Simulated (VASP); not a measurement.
Set up this calculation in VASP 6.6.1, as the native input.

| Item | Value |
| --- | --- |
| Task | single point |
| Functional | PBE |
| Dispersion | D3(BJ) |
| Potentials or basis | VASP PAW PBE potentials, release 64 (Al, O) |
| Cutoff | 520 eV |
| k mesh | 9 × 9 × 4 |
| Occupations | gaussian, width 0.05 eV |
| Spin | no spin polarisation |
| Dipole correction | no |
| Further INCAR settings | ALGO = Normal; EDIFF = 1e-06; NBANDS = 20 |

The structure of Al2O3 lies in POSCAR:

```
Al2O3
1.0
    2.9245000000      0.0000000000      0.0000000000
   -1.4622500000      2.5326912934      0.0000000000
    0.0000000000      0.0000000000      7.5151000000
Al O
2 3
Direct
    0.0000000000      0.0000000000      0.1907358529
    0.0000000000      0.0000000000      0.8092641471
    0.3333333333      0.6666666667      0.2840924954
    0.6666666667      0.3333333333      0.0000000000
    0.3333333333      0.6666666667      0.7159075046
```

The input as run:

INCAR

```
PREC = Accurate
ENCUT = 520
EDIFF = 1E-6
ISMEAR = 0
SIGMA = 0.05
LREAL = F
LASPH = T
NELM = 100
ALGO = Normal
ISIF = 2
LWAVE = F
LCHARG = T
GGA = PE
IVDW = 12
LELF = T
LVHAR = T
NBANDS = 20
```

KPOINTS

```
Automatic mesh
0
Gamma
  9 9 4
```

Potentials or basis: VASP PAW PBE potentials, release 64 (Al, O).

Command:

```bash
$ cat potpaw_PBE.64/Al/POTCAR potpaw_PBE.64/O/POTCAR > POTCAR
$ mpirun -np 1 vasp_std > vasp.out
```

Results of the run:

```
Pressure                   : -10.7 GPa
Largest force              : 0.780 eV/Å
Band gap on the k mesh     : 4.06 eV, indirect (least direct gap 4.15 eV)
Dispersion energy per atom : -0.181 eV
```

It took 15 s on 1 thread of Intel(R) Xeon(R) 6975P-C (Granite Rapids), on a shared host, peak memory 0.2 GiB.
